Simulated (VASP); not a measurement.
# CsNbS3 (Pm-3m) in VASP: further runs

CsNbS3 is run at these levels: PBE; tasks: vibrations by perturbation theory.

Program: VASP 6.6.1. These are calculated values, not measurements. Logs are shortened: lines on timing, memory, paths and dates and some standing lists are left out, and cuts for length are marked.

## 1. The cell of the first run

Symmetry: Pm-3m, No. 221, cubic system. The conventional cell has a = 4.725 Å, b = 4.725 Å, c = 4.725 Å, α = 90.00°, β = 90.00°, γ = 90.00°. Within 4.4 Å of Cs (site symmetry m-3m) lie 12 S at 3.34 Å and 8 Nb at 4.09 Å. Nb (site symmetry m-3m) has 6 S at 2.36 Å within 3.1 Å. Within 3.1 Å of S (site symmetry 4/mmm) lie 2 Nb at 2.36 Å.

## 2. Vibrations by perturbation theory, PBE

Contents of INCAR:

```
ALGO = Normal ; EDIFF = 1E-8
ENCUT = 520 ; GGA = PE
IBRION = 8 ; ISIF = 2
ISMEAR = -1 ; LASPH = T
LCHARG = F ; LREAL = F
LWAVE = F ; NBANDS = 28
NELM = 100 ; NSW = 1
PREC = Accurate ; SIGMA = 0.15
```

Contents of KPOINTS:

```
k-points
0
Gamma
  8 8 8
```

Contents of POSCAR:

```
CsNbS3
1.0
    4.7246000000      0.0000000000      0.0000000000
    0.0000000000      4.7246000000      0.0000000000
    0.0000000000      0.0000000000      4.7246000000
Cs Nb S
1 1 3
Direct
    0.0000000000      0.0000000000      0.0000000000
    0.5000000000      0.5000000000      0.5000000000
    0.5000000000      0.5000000000      0.0000000000
    0.5000000000      0.0000000000      0.5000000000
    0.0000000000      0.5000000000      0.5000000000
```

Potentials or basis: VASP PAW PBE potentials, release 64 (Cs_sv, Nb_sv, S).

Run with:

```bash
$ cat potpaw_PBE.64/Cs_sv/POTCAR potpaw_PBE.64/Nb_sv/POTCAR potpaw_PBE.64/S/POTCAR > POTCAR
$ mpirun -np 1 vasp_std > vasp.out
```

OUTCAR:

```text
EDIFF = 1E-8
   ENCUT = 520
   GGA = PE
   IBRION = 8
   ISIF = 2
   ISMEAR = -1
   LASPH = T
   LREAL = F
   NELM = 100
   NSW = 1
   PREC = Accurate

 ion  position               nearest neighbor table
   1  0.000  0.000  0.000-
   2  0.500  0.500  0.500-   3 2.36   4 2.36   5 2.36   3 2.36   4 2.36   5 2.36
   3  0.500  0.500  0.000-   2 2.36   2 2.36
   4  0.500  0.000  0.500-   2 2.36   2 2.36
   5  0.000  0.500  0.500-   2 2.36   2 2.36

  LATTYP: Found a simple cubic cell.
 ALAT       =     4.7246000000

  Lattice vectors:

 A1 = (   4.7246000000,   0.0000000000,   0.0000000000)
 A2 = (   0.0000000000,   4.7246000000,   0.0000000000)
 A3 = (   0.0000000000,   0.0000000000,   4.7246000000)

Analysis of symmetry for initial positions (statically):
=====================================================================
 Subroutine PRICEL returns:
 Original cell was already a primitive cell.

 Routine SETGRP: Setting up the symmetry group for a
 simple cubic supercell.

 Subroutine GETGRP returns: Found 48 space group operations
 (whereof 48 operations were pure point group operations)
 out of a pool of 48 trial point group operations.

The static configuration has the point symmetry O_h .

Analysis of symmetry for dynamics (positions and initial velocities):
=====================================================================
 Subroutine PRICEL returns:
 Original cell was already a primitive cell.

 Routine SETGRP: Setting up the symmetry group for a
 simple cubic supercell.

 Subroutine GETGRP returns: Found 48 space group operations
 (whereof 48 operations were pure point group operations)
 out of a pool of 48 trial point group operations.

The dynamic configuration has the point symmetry O_h .

 Subroutine INISYM returns: Found 48 space group operations
 (whereof 48 operations are pure point group operations),
 and found     1 'primitive' translations

----------------------------------------------------------------------------------------

                                     Primitive cell

  volume of cell :     105.4618

  direct lattice vectors                    reciprocal lattice vectors
     4.724600000  0.000000000  0.000000000     0.211658130  0.000000000  0.000000000
     0.000000000  4.724600000  0.000000000     0.000000000  0.211658130  0.000000000
     0.000000000  0.000000000  4.724600000     0.000000000  0.000000000  0.211658130

  length of vectors
     4.724600000  4.724600000  4.724600000     0.211658130  0.211658130  0.211658130

  position of ions in fractional coordinates (direct lattice)
     0.000000000  0.000000000  0.000000000
     0.500000000  0.500000000  0.500000000
     0.500000000  0.500000000  0.000000000
     0.500000000  0.000000000  0.500000000
[... 885 lines left out ...]

  FORCE on cell =-STRESS in cart. coord.  units (eV):
  Direction    XX          YY          ZZ          XY          YZ          ZX
  --------------------------------------------------------------------------------------
  -------------------------------------------------------------------------------------
  Total        8.8726955      8.8726955      8.8726955      0.0000000      0.0000000     -0.0000000
  in kB      134.7941428    134.7941428    134.7941428      0.0000000      0.0000000     -0.0000000
  external PRESSURE =     134.7941428 kB  Pullay stress =       0.0000000 kB

 VOLUME and BASIS-vectors are now :
 -----------------------------------------------------------------------------
  energy-cutoff  :      520.00
  volume of cell :      105.46
      direct lattice vectors                 reciprocal lattice vectors
     4.724600000  0.000000000  0.000000000     0.211658130  0.000000000  0.000000000
     0.000000000  4.724600000  0.000000000     0.000000000  0.211658130  0.000000000
     0.000000000  0.000000000  4.724600000     0.000000000  0.000000000  0.211658130

 POSITION                                       TOTAL-FORCE (eV/Angst)
 -----------------------------------------------------------------------------------
      0.00000      0.00000      0.00000         0.000000      0.000000      0.000000
      2.36230      2.36230      2.36230         0.000000      0.000000      0.000000
      2.36230      2.36230      0.00000         0.000000      0.000000      0.000000
      2.36230      0.00000      2.36230         0.000000      0.000000      0.000000
      0.00000      2.36230      2.36230         0.000000      0.000000      0.000000
 -----------------------------------------------------------------------------------
    total drift:                                0.000000      0.000000      0.000000

  FREE ENERGIE OF THE ION-ELECTRON SYSTEM (eV)
  ---------------------------------------------------
  free  energy   TOTEN  =       -27.6102359799 eV

  energy  without entropy=      -27.4808595931  energy(sigma->0) =      -27.54554779

[... ionic steps 2 to 9 ...]

--------------------------------------- Ionic step       10  -------------------------------------------

------------------------ aborting loop because EDIFF is reached ----------------------------------------

[... ionic steps 11 to 11 ...]

--------------------------------------- Ionic step       12  -------------------------------------------

 Free energy of the ion-electron system (eV)
  ---------------------------------------------------
  ---------------------------------------------------
  free energy    TOTEN  =        -0.12196323 eV

  energy without entropy =       -0.12196301

------------------------ aborting loop because EDIFF is reached ----------------------------------------

 INTERNAL STRAIN TENSOR  FOR ION    3  DIRECTION 3   (eV/Angst):
 -----------------------------------------------------------------------------
    -0.01590  0.00000 -0.00000
     0.00000 -0.01590  0.00000
    -0.00000  0.00000  0.05685

 INTERNAL STRAIN TENSOR FOR ION    5 for displacements in x,y,z  (eV/Angst):
          X           Y           Z          XY          YZ          ZX
  --------------------------------------------------------------------------------
  x     0.00000     0.00000     0.00000     0.00000     0.00000     0.00000
  y     0.00000     0.00000     0.00000     0.00000     0.00000     0.00000
  z     0.00000     0.00000     0.00000     0.00000     0.00000     0.00000

 SECOND DERIVATIVES (NOT SYMMETRIZED)
 ------------------------------------
               1X          1Y          1Z          2X          2Y          2Z          3X          3Y          3Z          4X          4Y          4Z          5X          5Y          5Z
  1X    -4.569402   -0.000000   -0.000000    0.793137    0.000000    0.000000    1.723215   -0.000000    0.000000    1.723215    0.000000    0.000000    0.329835   -0.000000    0.000000
  1Y    -0.000000   -4.569402    0.000000    0.000000    0.793137    0.000000   -0.000000    1.723215    0.000000   -0.000000    0.329835   -0.000000    0.000000    1.723215    0.000000
  1Z     0.000000   -0.000000   -4.569402   -0.000000   -0.000000    0.793137   -0.000000   -0.000000    0.329835    0.000000    0.000000    1.723215    0.000000    0.000000    1.723215
  2X     0.810742   -0.000000    0.000000   -6.624251    0.000000   -0.000000   -0.834111   -0.000000    0.000000   -0.834111    0.000000   -0.000000    7.481731   -0.000000   -0.000000
  2Y    -0.000000    0.810742    0.000000    0.000000   -6.624251   -0.000000   -0.000000   -0.834111   -0.000000   -0.000000    7.481731   -0.000000    0.000000   -0.834111   -0.000000
  2Z     0.000000    0.000000    0.810742   -0.000000   -0.000000   -6.624251   -0.000000   -0.000000    7.481731   -0.000000    0.000000   -0.834111   -0.000000   -0.000000   -0.834111
  3X     1.732362    0.000000    0.000000   -0.859225    0.000000    0.000000   -3.731000    0.000000    0.000000   -0.394662    0.000000    0.000000    3.252525    0.000000    0.000000
  3Y     0.000000    1.732362    0.000000    0.000000   -0.859225    0.000000    0.000000   -3.731000    0.000000    0.000000    3.252525    0.000000    0.000000   -0.394662    0.000000
  3Z    -0.000000    0.000000    0.338602    0.000000    0.000000    7.474934    0.000000    0.000000  -14.320214    0.000000    0.000000    3.253339   -0.000000   -0.000000    3.253339
  4X     1.732362    0.000000    0.000000   -0.859225    0.000000    0.000000   -0.394662    0.000000    0.000000   -3.731000    0.000000    0.000000    3.252525    0.000000    0.000000
  4Y     0.000000    0.338602   -0.000000   -0.000000    7.474934    0.000000   -0.000000    3.253339   -0.000000    0.000000  -14.320214    0.000000    0.000000    3.253339   -0.000000
  4Z     0.000000    0.000000    1.732362    0.000000    0.000000   -0.859225    0.000000    0.000000    3.252525    0.000000    0.000000   -3.731000    0.000000    0.000000   -0.394662
  5X     0.338602    0.000000   -0.000000    7.474934    0.000000    0.000000    3.253339    0.000000   -0.000000    3.253339    0.000000   -0.000000  -14.320214    0.000000    0.000000
  5Y     0.000000    1.732362    0.000000    0.000000   -0.859225    0.000000    0.000000   -0.394662    0.000000    0.000000    3.252525    0.000000    0.000000   -3.731000    0.000000
  5Z     0.000000    0.000000    1.732362    0.000000    0.000000   -0.859225    0.000000    0.000000    3.252525    0.000000    0.000000   -0.394662    0.000000    0.000000   -3.731000

 Eigenvectors and eigenvalues of the dynamical matrix
 ----------------------------------------------------

   1 f  =   11.502029 THz    72.269378 2PiTHz  383.666380 cm-1    47.568547 meV
             X         Y         Z           dx          dy          dz
      0.000000  0.000000  0.000000     0.005087    0.018544    0.000000
      2.362300  2.362300  2.362300    -0.073689   -0.268629    0.000000
      2.362300  2.362300  0.000000    -0.061739   -0.225067   -0.000000
      2.362300  0.000000  2.362300    -0.061739    0.869598   -0.000000
      0.000000  2.362300  2.362300     0.238544   -0.225067    0.000000
[... 105 lines left out ...]
  15 f/i=    0.020616 THz     0.129534 2PiTHz    0.687676 cm-1     0.085261 meV
             X         Y         Z           dx          dy          dz
      0.000000  0.000000  0.000000     0.391032   -0.074526    0.508929
      2.362300  2.362300  2.362300     0.321926   -0.061355    0.418988
      2.362300  2.362300  0.000000     0.191700   -0.036536    0.247727
      2.362300  0.000000  2.362300     0.191700   -0.036276    0.249498
      0.000000  2.362300  2.362300     0.190339   -0.036536    0.249498

--------------------------------------------------------------------------------------------------------

 ELASTIC MODULI CONTR FROM IONIC RELAXATION (kBar)
 Direction    XX          YY          ZZ          XY          YZ          ZX
 --------------------------------------------------------------------------------
 XX           0.0000      0.0000      0.0000      0.0000      0.0000      0.0000
 YY           0.0000      0.0000      0.0000      0.0000      0.0000      0.0000
 ZZ           0.0000      0.0000      0.0000      0.0000      0.0000      0.0000
 XY           0.0000      0.0000      0.0000      0.0000      0.0000      0.0000
 YZ           0.0000      0.0000      0.0000      0.0000      0.0000      0.0000
 ZX           0.0000      0.0000      0.0000      0.0000      0.0000      0.0000
 --------------------------------------------------------------------------------
```

Run time: 22 min. Hardware: 1 thread of AMD EPYC 9R45 (Zen 5), shared host; peak memory 0.81 GiB.

What came out:

| Property | Result |
| --- | --- |
| Highest phonon frequency at Γ, LO-TO splitting left out | 384 cm⁻¹ |

Phonon frequencies in cm⁻¹ (negative: imaginary):
```
              q point                                               frequencies
(0.000, 0.000, 0.000)  -1 -1 -1 101 101 101 167 167 167 168 168 168 384 384 384
```

Caveat: the cell wasn't relaxed at this level first, which shifts response properties; spin-orbit coupling is left out, which moves the levels of the heavy elements.

## 3. Vibrations by perturbation theory, PBE

This run uses another cell than the first one, of 23.46 Å³/atom, 1.112 times its volume.

Contents of INCAR:

```
SYSTEM = CsNbS3
ALGO = Normal
EDIFF = 1E-8
ENCUT = 520
GGA = PE
IBRION = 8
ISIF = 2
ISMEAR = -1
LASPH = .TRUE.
LCHARG = .FALSE.
LREAL = .FALSE.
LWAVE = .FALSE.
NBANDS = 28
NELM = 100
NSW = 1
PREC = Accurate
SIGMA = 0.15
```

Contents of KPOINTS:

```
k-points
0
G
  8 8 8
  0 0 0
```

Edit POSCAR of step 2 so:

```diff
@@ -2,5 +2,5 @@
 1.0
-    4.7246000000      0.0000000000      0.0000000000
-    0.0000000000      4.7246000000      0.0000000000
-    0.0000000000      0.0000000000      4.7246000000
+    4.8954000000      0.0000000000      0.0000000000
+    0.0000000000      4.8954000000      0.0000000000
+    0.0000000000      0.0000000000      4.8954000000
 Cs Nb S
```

Potentials or basis: VASP PAW PBE potentials, release 64 (Cs_sv, Nb_sv, S).

Run with:

```bash
$ cat potpaw_PBE.64/Cs_sv/POTCAR potpaw_PBE.64/Nb_sv/POTCAR potpaw_PBE.64/S/POTCAR > POTCAR
$ mpirun -np 1 vasp_std > vasp.out
```

OUTCAR:

```text
SYSTEM = CsNbS3
   EDIFF = 1E-8
   ENCUT = 520
   GGA = PE
   IBRION = 8
   ISIF = 2
   ISMEAR = -1
   LASPH = .TRUE.
   LREAL = .FALSE.
   NELM = 100
   NSW = 1
   PREC = Accurate

 ion  position               nearest neighbor table
   1  0.000  0.000  0.000-
   2  0.500  0.500  0.500-   3 2.45   4 2.45   5 2.45   3 2.45   4 2.45   5 2.45
   3  0.500  0.500  0.000-   2 2.45   2 2.45
   4  0.500  0.000  0.500-   2 2.45   2 2.45
   5  0.000  0.500  0.500-   2 2.45   2 2.45

  LATTYP: Found a simple cubic cell.
 ALAT       =     4.8954000000

  Lattice vectors:

 A1 = (   4.8954000000,   0.0000000000,   0.0000000000)
 A2 = (   0.0000000000,   4.8954000000,   0.0000000000)
 A3 = (   0.0000000000,   0.0000000000,   4.8954000000)

Analysis of symmetry for initial positions (statically):
=====================================================================
 Subroutine PRICEL returns:
 Original cell was already a primitive cell.

 Routine SETGRP: Setting up the symmetry group for a
 simple cubic supercell.

 Subroutine GETGRP returns: Found 48 space group operations
 (whereof 48 operations were pure point group operations)
[... 988 lines left out ...]
  y     0.00000     0.00000     0.00000     0.00000     0.00000     0.00000
  z     0.00000     0.00000     0.00000     0.00000     0.00000     0.00000

 SECOND DERIVATIVES (NOT SYMMETRIZED)
 ------------------------------------
               1X          1Y          1Z          2X          2Y          2Z          3X          3Y          3Z          4X          4Y          4Z          5X          5Y          5Z
  1X    -3.160578    0.000000   -0.000000    0.518523    0.000000    0.000000    1.167142    0.000000    0.000000    1.167142    0.000000   -0.000000    0.307770    0.000000   -0.000000
  1Y     0.000000   -3.160578   -0.000000    0.000000    0.518523    0.000000    0.000000    1.167142    0.000000    0.000000    0.307770    0.000000    0.000000    1.167142   -0.000000
  1Z     0.000000    0.000000   -3.160578    0.000000    0.000000    0.518523    0.000000    0.000000    0.307770    0.000000    0.000000    1.167142    0.000000    0.000000    1.167142
  2X     0.516447   -0.000000   -0.000000   -0.938962    0.000000   -0.000000   -0.188914   -0.000000   -0.000000   -0.188914   -0.000000   -0.000000    0.800344   -0.000000   -0.000000
  2Y    -0.000000    0.516447   -0.000000    0.000000   -0.938962   -0.000000   -0.000000   -0.188914   -0.000000   -0.000000    0.800344   -0.000000   -0.000000   -0.188914   -0.000000
  2Z    -0.000000    0.000000    0.516447    0.000000    0.000000   -0.938962    0.000000   -0.000000    0.800344   -0.000000    0.000000   -0.188914    0.000000   -0.000000   -0.188914
  3X     1.163267    0.000000    0.000000   -0.208709    0.000000    0.000000   -3.426992    0.000000    0.000000   -0.307405    0.000000    0.000000    2.779839    0.000000    0.000000
  3Y     0.000000    1.163267    0.000000    0.000000   -0.208709    0.000000    0.000000   -3.426992    0.000000    0.000000    2.779839    0.000000    0.000000   -0.307405    0.000000
  3Z     0.000000    0.000000    0.305447    0.000000    0.000000    0.810207    0.000000    0.000000   -6.674726    0.000000   -0.000000    2.779536   -0.000000    0.000000    2.779536
  4X     1.163267    0.000000    0.000000   -0.208709    0.000000    0.000000   -0.307405    0.000000    0.000000   -3.426992    0.000000    0.000000    2.779839    0.000000    0.000000
  4Y    -0.000000    0.305447    0.000000    0.000000    0.810207    0.000000   -0.000000    2.779536   -0.000000   -0.000000   -6.674726    0.000000   -0.000000    2.779536   -0.000000
  4Z     0.000000    0.000000    1.163267    0.000000    0.000000   -0.208709    0.000000    0.000000    2.779839    0.000000    0.000000   -3.426992    0.000000    0.000000   -0.307405
  5X     0.305447    0.000000   -0.000000    0.810207    0.000000    0.000000    2.779536   -0.000000    0.000000    2.779536   -0.000000    0.000000   -6.674726    0.000000    0.000000
  5Y     0.000000    1.163267    0.000000    0.000000   -0.208709    0.000000    0.000000   -0.307405    0.000000    0.000000    2.779839    0.000000    0.000000   -3.426992    0.000000
  5Z     0.000000    0.000000    1.163267    0.000000    0.000000   -0.208709    0.000000    0.000000    2.779839    0.000000    0.000000   -0.307405    0.000000    0.000000   -3.426992

 Eigenvectors and eigenvalues of the dynamical matrix
 ----------------------------------------------------

   1 f  =    8.482738 THz    53.298614 2PiTHz  282.953678 cm-1    35.081769 meV
             X         Y         Z           dx          dy          dz
      0.000000  0.000000  0.000000     0.000000   -0.000000   -0.039968
      2.447700  2.447700  2.447700    -0.000000    0.000000    0.053460
      2.447700  2.447700  0.000000    -0.000000    0.000000   -0.818292
      2.447700  0.000000  2.447700    -0.000000   -0.000000    0.403697
      0.000000  2.447700  2.447700     0.000000    0.000000    0.403697
[... 105 lines left out ...]
  15 f/i=    0.015975 THz     0.100376 2PiTHz    0.532880 cm-1     0.066069 meV
             X         Y         Z           dx          dy          dz
      0.000000  0.000000  0.000000     0.028146   -0.011273   -0.643634
      2.447700  2.447700  2.447700     0.023176   -0.009283   -0.529985
      2.447700  2.447700  0.000000     0.013904   -0.005569   -0.316916
      2.447700  0.000000  2.447700     0.013904   -0.005551   -0.317963
      0.000000  2.447700  2.447700     0.013859   -0.005569   -0.317963

--------------------------------------------------------------------------------------------------------

 ELASTIC MODULI CONTR FROM IONIC RELAXATION (kBar)
 Direction    XX          YY          ZZ          XY          YZ          ZX
 --------------------------------------------------------------------------------
 XX           0.0000      0.0000      0.0000      0.0000      0.0000      0.0000
 YY           0.0000      0.0000      0.0000      0.0000      0.0000      0.0000
 ZZ           0.0000      0.0000      0.0000      0.0000      0.0000      0.0000
 XY           0.0000      0.0000      0.0000      0.0000      0.0000      0.0000
 YZ           0.0000      0.0000      0.0000      0.0000      0.0000      0.0000
 ZX           0.0000      0.0000      0.0000      0.0000      0.0000      0.0000
 --------------------------------------------------------------------------------
```

Wall time 28 min (1 thread of Intel Xeon Platinum 8488C (Sapphire Rapids), shared host); peak memory 0.89 GiB.

What came out:

```
Highest phonon frequency at Γ, LO-TO splitting left out : 283 cm⁻¹
```

Phonon frequencies in cm⁻¹ (negative: imaginary):
```tsv
q point	frequencies
(0.000, 0.000, 0.000)	-1 -1 -1 59 59 59 118 118 118 163 163 163 283 283 283
```

Caveat: the cell wasn't relaxed at this level first, which shifts response properties; spin-orbit coupling is left out, which moves the levels of the heavy elements.
